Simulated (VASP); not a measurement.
Input of a VASP 6.6.1 run:

INCAR

```
SYSTEM = As
PREC = Accurate
ENCUT = 520
EDIFF = 1E-6
ISMEAR = -1
SIGMA = 0.05
LREAL = .False.
LASPH = .True.
NELM = 60
ALGO = Normal
ISIF = 2
LWAVE = .False.
LCHARG = .False.
GGA = CA
NBANDS = 8
```

File KPOINTS:

```
Automatic mesh
0
Gamma
  10 10 10
  0 0 0
```

File POSCAR:

```
As
1.0
    2.6484890792      0.0000000000      0.0000000000
    0.0000000000      2.6484890792      0.0000000000
    0.0000000000      0.0000000000      2.6484890792
As
1
Direct
    0.5000000000      0.5000000000      0.5000000000
```

Potentials or basis: VASP PAW LDA potentials, release 64 (As).

Command:

```bash
$ cat potpaw_LDA.64/As/POTCAR > POTCAR
$ mpirun -np 1 vasp_std > vasp.out
```

Question: Estimate the pressure.

Answer: 3.0 GPa.
